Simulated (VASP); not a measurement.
Input of a VASP 6.6.1 run:

INCAR

```
PREC = Accurate
ENCUT = 600
EDIFF = 1E-7
ISMEAR = 0
SIGMA = 0.01
LREAL = False
LASPH = True
NELM = 120
ALGO = Normal
ISIF = 3
LWAVE = False
LCHARG = False
IBRION = 2
NSW = 80
EDIFFG = -0.001
PSTRESS = 500.0
GGA_COMPAT = False
NELMIN = 4
```

File KPOINTS:

```
Automatic mesh
0
Gamma
  12 12 12
```

POSCAR

```
BN
1.0
    0.0000000000      1.7902744181      1.7902744181
    1.7902744181      0.0000000000      1.7902744181
    1.7902744181      1.7902744181      0.0000000000
B N
1 1
Direct
    0.0000000000      0.0000000000      0.0000000000
    0.7500000000      0.7500000000      0.7500000000
```

Potentials or basis: VASP PAW LDA potentials, release 64 (B, N).

Run with:

```bash
$ cat potpaw_LDA.64/B/POTCAR potpaw_LDA.64/N/POTCAR > POTCAR
$ mpirun -np 1 vasp_std > vasp.out
```

(1) Predict the band gap on the k mesh.

(2) Predict the relaxed volume.

## Answers

(1) 4.49 eV, indirect (least direct gap 9.30 eV).

(2) 5.18 Å³/atom.

Caveat: the cell is relaxed towards a set pressure, so the enthalpy falls and the energy may rise.
